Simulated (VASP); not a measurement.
The system is MgH2.

```
CELL_PARAMETERS angstrom
0.00000 2.38107 2.38107
2.38107 0.00000 2.38107
2.38107 2.38107 0.00000
ATOMIC_POSITIONS crystal
Mg 0.00000 0.00000 0.00000
H 0.75000 0.75000 0.75000
H 0.25000 0.25000 0.25000
```

Base run:

```yaml
Program: VASP 6.6.1
Functional: PBE
Potentials_or_basis: VASP PAW PBE potentials, release 64 (Mg, H)
Cutoff: 500 eV
k_mesh: 6 × 6 × 6, shifted
Occupations: gaussian, width 0.1 eV
Spin: no spin polarisation
```

Its results: band gap on the k mesh zero (bands 2 and 3 overlap by 0.72 eV); pressure -0.7 GPa.

Task: The run is repeated on the same cell with these changes: functional from PBE to r2SCAN; cutoff from 500 eV to 550 eV; k mesh from 6 × 6 × 6, shifted to 4 × 4 × 4, shifted. What comes out?

Result: Band gap on the k mesh 0.51 eV (least direct gap 3.66 eV); pressure -1.7 GPa.

Several settings changed at once.

Caveats: the PAW data sets were made with another functional, which shifts forces and pressure a little (at least some runs); a shifted mesh leaves out Γ, where band edges can lie (at least some runs).

A k mesh can miss the band edges.
